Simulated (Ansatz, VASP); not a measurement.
# Two plane-wave programs on Al

```xyz
4
Lattice="3.0029 0.0000 0.0000 0.0000 3.0029 0.0000 0.0000 0.0000 26.8545" Properties=species:S:1:pos:R:3 pbc="T T T"
Al    1.5014    1.5014   15.2271
Al    0.0000    0.0000   17.1541
Al    1.5014    1.5014   19.0834
Al    0.0000    0.0000   21.0760
```

Alike in both runs: task single point; functional PBE; k mesh 12 × 12 × 1; occupations methfessel-paxton of order 1, width 0.1 eV; no spin polarisation.

```csv
,VASP,Ansatz
version,VASP 6.6.1,Ansatz 0.2.0
potentials or method,"VASP PAW PBE potentials, release 64 (Al), cutoff 400 eV","scalar-relativistic, plane waves, PAW"
valence electrons in the cell,12,12
```

```csv
,VASP,Ansatz,Ansatz less VASP
gap on the k mesh at the Fermi level (eV),none,none,-
rms of the force components (eV/Å),0.048,0.047,-0.0001
```

Atom by atom the forces differ by 0.000 eV/Å (rms over components). A gap of «none» marks a metal or a gap that the smearing closes. Ansatz's warnings: xc potential rough in thin density.
